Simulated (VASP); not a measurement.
# Al32H (a cell with a defect) in VASP: notebook, part 3 of 3

VASP 6.6.1. The steps go on from the part before.

## Step 6: Single point, PBE

INCAR reads:

```
PREC     = Accurate       # precision mode
ENCUT    = 520            # plane-wave cutoff, eV
EDIFF    = 1E-7           # SCF threshold, eV
ISMEAR   = -1             # smearing method
SIGMA    = 0.1            # smearing width, eV
LREAL    = Auto         
LASPH    = True           # aspherical terms in the spheres
NELM     = 80             # most SCF steps
ALGO     = Normal         # electronic algorithm
ISIF     = 2              # what is computed and relaxed
LWAVE    = False          # write WAVECAR
LCHARG   = False          # write CHGCAR
GGA      = PE             # functional
NBANDS   = 70             # bands
```

KPOINTS reads:

```
Automatic mesh
0
Gamma
  2 2 2
```

POSCAR reads:

```
Al32H
1.0
    8.1000000000      0.0000000000      0.0000000000
    0.0000000000      8.1000000000      0.0000000000
    0.0000000000      0.0000000000      8.1000000000
Al H
32 1
Direct
    0.5078641975      0.0352962963      0.0115185185
    0.7639506173      0.2781111111     -0.0015185185
    0.7484444444      0.0392592593      0.2616913580
   -0.0322592593      0.0086913580     -0.0363827160
    0.2468765432      0.2609629630     -0.0024938272
    0.4690246914      0.4938518519      0.0010493827
    0.7087777778      0.8118271605      0.0401851852
    0.2352962963      0.0375555556      0.2387283951
    0.4848148148      0.2637901235      0.2380123457
    0.8146543210      0.4869012346      0.2856543210
    0.4930617284     -0.0106790123      0.4809135802
    0.7980617284      0.2374320988      0.5237037037
    0.7265925926     -0.0499382716      0.7327283951
    0.0269012346      0.5187283951      0.0304320988
    0.2317654321      0.7495432099     -0.0380493827
    0.0300000000      0.2371111111      0.2271851852
    0.2552098765      0.5061728395      0.2427037037
    0.4885061728      0.7179876543      0.2324691358
   -0.0149382716     -0.0471111111      0.5268024691
    0.2666913580      0.2205555556      0.5209382716
    0.5489876543      0.4528148148      0.4570123457
    0.7366049383      0.7313580247      0.4817777778
    0.2450493827      0.0057160494      0.7470246914
    0.5513333333      0.2070493827      0.7661851852
    0.6998765432      0.5807901235      0.8015802469
   -0.0088765432      0.7472345679      0.2694444444
    0.0639753086      0.5225185185      0.4983333333
    0.2828765432      0.7627160494      0.4423703704
   -0.0390987654      0.2343209877      0.7775432099
    0.2298765432      0.4721358025      0.7710864198
    0.4723950617      0.7927407407      0.7486419753
   -0.0377777778      0.7314197531      0.7926296296
    0.7709629630      0.9185061728      0.4716172840
```

Potentials or basis: VASP PAW PBE potentials, release 64 (Al, H).

The run is started by

```console
$ cat potpaw_PBE.64/Al/POTCAR potpaw_PBE.64/H/POTCAR > POTCAR
$ mpirun -np 1 vasp_std > vasp.out
```

OUTCAR:

```text
PREC = Accurate
   ENCUT = 520
   EDIFF = 1E-7
   ISMEAR = -1
   LREAL = Auto
   LASPH = True
   NELM = 80
   ISIF = 2
   GGA = PE

 ion  position               nearest neighbor table
   1  0.508  0.035  0.012-   7 2.45  24 2.45   9 2.61   5 2.80   3 2.81   2 2.86   8 2.87  31 2.91
                            13 2.95  23 3.03  18 3.14  15 3.24
   2  0.764  0.278  0.998-  29 2.42  24 2.61   4 2.75   1 2.86  16 2.86   3 2.88  14 2.90  10 2.91
[... 808 lines left out ...]
  Total       28.2161975     29.7846987     27.1075549      0.1147378     -1.9106196     -4.8752168
  in kB       85.0656085     89.7942933     81.7232956      0.3459091     -5.7600965    -14.6977028
  external PRESSURE =      85.5277325 kB  Pullay stress =       0.0000000 kB

 VOLUME and BASIS-vectors are now :
 -----------------------------------------------------------------------------
  energy-cutoff  :      520.00
  volume of cell :      531.44
      direct lattice vectors                 reciprocal lattice vectors
     8.100000000  0.000000000  0.000000000     0.123456790  0.000000000  0.000000000
     0.000000000  8.100000000  0.000000000     0.000000000  0.123456790  0.000000000
     0.000000000  0.000000000  8.100000000     0.000000000  0.000000000  0.123456790

 POSITION                                       TOTAL-FORCE (eV/Angst)
 -----------------------------------------------------------------------------------
      4.11370      0.28590      0.09330        -1.295769     -0.345099      0.550138
      6.18800      2.25270      8.08770        -0.935892      0.712779      1.603726
      6.06240      0.31800      2.11970         0.340974      0.173007     -0.297986
      7.83870      0.07040      7.80530         0.769473     -1.081903      1.906661
      1.99970      2.11380      8.07980         0.165839     -1.041473     -0.502033
      3.79910      4.00020      0.00850         0.787954      0.154358     -0.680336
[... 25 lines left out ...]
      7.79400      5.92450      6.42030         0.955599      0.021061     -0.938322
      6.24480      7.43990      3.82010        -0.020322      1.897993     -0.025376
 -----------------------------------------------------------------------------------
    total drift:                               -0.001885     -0.009087      0.016662

  FREE ENERGIE OF THE ION-ELECTRON SYSTEM (eV)
  ---------------------------------------------------
  free  energy   TOTEN  =      -114.6233690657 eV

  energy  without entropy=     -114.2192878584  energy(sigma->0) =     -114.42132846
```

Run time: 11 min. Hardware: 1 thread of Intel Xeon 8259CL, shared host; peak memory 0.57 GiB.

Results:

```
Free energy   : -114.6234 eV
Pressure      : 8.6 GPa
Largest force : 2.792 eV/Å
```

Forces in eV/Å, atoms in the order of the input:
```
Al  -1.296 -0.345  0.550
Al  -0.936  0.713  1.604
Al   0.341  0.173 -0.298
Al   0.769 -1.082  1.907
Al   0.166 -1.041 -0.502
Al   0.788  0.154 -0.680
Al   1.478 -1.487 -0.328
Al   1.341 -2.448 -0.067
Al   0.304 -0.971 -0.485
Al  -0.616 -0.703 -0.894
Al   0.465  0.705 -0.239
Al  -0.494  0.363 -0.980
Al   1.102  0.727  0.340
Al  -1.554 -0.760 -0.494
Al   0.556  0.908  1.093
Al  -1.930  1.180  0.954
Al  -0.008 -0.392  0.582
Al   0.863  0.699 -0.195
Al   1.393  0.598 -0.099
Al  -0.403  1.151 -0.555
Al  -0.504  0.973  2.022
Al  -0.816 -2.417  0.429
Al  -0.594  0.236  0.545
Al  -1.072  1.719 -1.536
Al   0.062 -1.622 -0.567
Al   0.450  1.053 -1.106
Al  -0.495 -0.659  0.868
Al  -1.303  0.074  1.481
Al   1.719  1.415 -1.264
Al   0.262  0.449 -1.091
Al  -0.973 -1.282 -0.031
Al   0.956  0.021 -0.938
H   -0.020  1.898 -0.025
```

Stress tensor (GPa, compression positive):
```
 8.51  0.03 -1.47
 0.03  8.98 -0.58
-1.47 -0.58  8.17
```

Caveat: the k points lie up to 0.39 Å⁻¹ apart.

## Step 7: Single point, PBE

INCAR reads:

```
PREC = Accurate ; ENCUT = 520
EDIFF = 1E-6 ; ISMEAR = -1
SIGMA = 0.1 ; LREAL = Auto
LASPH = True ; NELM = 80
ALGO = Normal ; ISIF = 2
LWAVE = False ; LCHARG = True
GGA = PE ; LELF = True
LVHAR = True ; NBANDS = 70
```

KPOINTS is that of step 6.

POSCAR reads:

```
Al32H
1.0
    8.1000000000      0.0000000000      0.0000000000
    0.0000000000      8.1000000000      0.0000000000
    0.0000000000      0.0000000000      8.1000000000
Al H
32 1
Direct
    0.4708641975     -0.0063333333      0.0252716049
    0.7546790123      0.2761975309      0.0161358025
    0.7720000000      0.0501604938      0.2415185185
    0.0074814815      0.0200000000      0.0277530864
    0.2381358025      0.2497407407     -0.0358888889
    0.4836049383      0.4472962963      0.0158395062
    0.7528271605      0.7468024691      0.0551358025
    0.2373333333     -0.0047530864      0.2521358025
    0.4585802469      0.2476049383      0.2418271605
    0.7813580247      0.4668888889      0.2822098765
    0.5060987654      0.0285185185      0.4578395062
    0.7868024691      0.2772345679      0.5301234568
    0.7414074074     -0.0179259259      0.7947901235
   -0.0302098765      0.5085925926     -0.0420246914
    0.2519506173      0.7404320988      0.0066666667
    0.0177530864      0.2637283951      0.2570493827
    0.2601975309      0.5087654321      0.2454691358
    0.4988765432      0.7399753086      0.2431234568
   -0.0431851852     -0.0350370370      0.4964074074
    0.2854197531      0.2789259259      0.5318024691
    0.4897283951      0.4926790123      0.4793703704
    0.6944691358      0.7530370370      0.5226296296
    0.1979506173      0.0167530864      0.7561728395
    0.5102345679      0.2628148148      0.7299506173
    0.7202592593      0.5390987654      0.7652839506
   -0.0030370370      0.7584197531      0.1973086420
    0.0680493827      0.5026296296      0.4992098765
    0.2725308642      0.8075185185      0.4900493827
    0.0207777778      0.2710370370      0.7346172840
    0.2432592593      0.5106172840      0.7484074074
    0.4836913580      0.7610246914      0.7460123457
    0.0359876543      0.7373086420      0.7127901235
    0.6952469136      1.0616543210      0.5462592593
```

The run is started by

```console
$ cat potpaw_PBE.64/Al/POTCAR potpaw_PBE.64/H/POTCAR > POTCAR
$ mpirun -np 1 vasp_std > vasp.out
```

Wall time 9.2 min (1 thread of Intel Xeon 8259CL, shared host); peak memory 0.57 GiB.

The run converged. Its results:

| Item | Value |
| --- | --- |
| Free energy | -116.2419 eV |
| Pressure | 6.9 GPa |
| Largest force | 3.197 eV/Å |

Forces in eV/Å, atoms in the order of the input:
```
Al   0.625  0.137 -0.913
Al   0.006 -0.702 -0.861
Al  -1.057 -0.755  0.314
Al  -0.500  0.196 -1.335
Al   0.263  0.393  1.219
Al   0.372  1.861 -1.044
Al  -2.022  0.096 -1.759
Al  -0.194  0.642 -0.099
Al   0.543 -0.225  0.139
Al  -0.767  1.477 -0.423
Al  -0.215 -0.431  0.589
Al  -0.646 -0.226  0.028
Al   0.150  0.355  0.035
Al   1.031  0.119  1.045
Al   0.170  0.042 -0.832
Al   1.032 -0.193 -0.114
Al  -0.677  0.136 -0.372
Al  -0.034  0.022  0.285
Al   0.607  0.525 -0.038
Al  -1.438 -2.068 -1.208
Al   1.268  0.941  0.253
Al   1.175  0.114 -1.003
Al   1.169 -1.033 -0.574
Al   0.880 -0.349  1.346
Al  -0.005 -0.605 -0.127
Al   1.684 -0.826  2.589
Al  -1.718  0.572 -1.230
Al  -0.338 -1.219  0.615
Al  -1.169 -0.267  0.076
Al   1.666  0.133  1.306
Al  -1.065  0.429  0.959
Al  -1.206  0.606  0.753
H    0.411  0.106  0.381
```

Stress tensor (GPa, compression positive):
```
 7.67  0.06  0.77
 0.06  6.02 -1.54
 0.77 -1.54  7.07
```

Levels at points of the mesh, in eV from the Fermi level:
```tsv
k point	band 46	band 47	band 48	band 49	band 50	band 51
(0.00, 0.00, 0.00)	-0.03	0.03	0.10	0.15	0.37	0.71
(0.50, 0.00, 0.00)	-0.45	-0.28	-0.10	0.05	0.16	0.26
(0.00, 0.50, 0.00)	-0.31	-0.24	-0.10	0.01	0.17	0.23
(0.00, 0.00, 0.50)	-0.35	-0.29	-0.12	-0.01	0.10	0.33
(0.50, 0.50, 0.00)	-0.46	-0.31	-0.24	0.52	0.68	0.70
(0.00, 0.50, 0.50)	-0.43	-0.36	-0.23	0.52	0.80	0.90
(0.50, 0.00, 0.50)	-0.38	-0.29	-0.25	0.56	0.73	0.77
(0.50, 0.50, 0.50)	-0.49	-0.46	-0.41	-0.37	-0.28	-0.22
```

Caveat: the k points lie up to 0.39 Å⁻¹ apart.
